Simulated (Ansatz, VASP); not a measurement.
**SnGeTe3: VASP beside Ansatz**

```
Sn Ge Te
1.0
     5.24146    0.00000    0.00000
     0.00000    5.24146    0.00000
     0.00000    0.00000    6.44389
Sn Ge Te
1 1 3
Direct
  0.00000 0.00000 0.12504
  0.50000 0.50000 0.56458
  0.50000 0.00000 0.39050
  0.50000 0.50000 0.96697
  0.00000 0.50000 0.39050
```

Change from the starting cell: species swapped into the KCrCl3 type (P4mm, No. 99).

Alike in both runs: functional PBE; k mesh 4 × 4 × 4; occupations gaussian, width 0.1 eV; no spin polarisation.

Ansatz relaxed the structure, and its values are those at the end. VASP's run is a single point on that final structure, the one shown.

|  | VASP | Ansatz |
| --- | --- | --- |
| version | VASP 6.6.1 | Ansatz 0.2.0 |
| potentials or method | VASP PAW PBE potentials, release 64 (Sn_d, Ge_d, Te), cutoff 520 eV | scalar-relativistic, plane waves, PAW |
| valence electrons in the cell | 46 | 76 |

```tsv
	VASP	Ansatz	Ansatz less VASP
gap on the k mesh at the Fermi level (eV)	none	none	-
pressure (GPa)	0.0	0.0	0.00
rms of the force components (eV/Å)	0.009	0.006	-0.0029
```

A gap of «none» marks a metal or a gap that the smearing closes. The functional is the same, so the differences come from potentials, cutoffs and numerics. VASP's potentials hold 46 valence electrons a cell and Ansatz's 76, so a difference there can come from the potentials and not from the codes.

Neither program's run includes spin-orbit coupling.
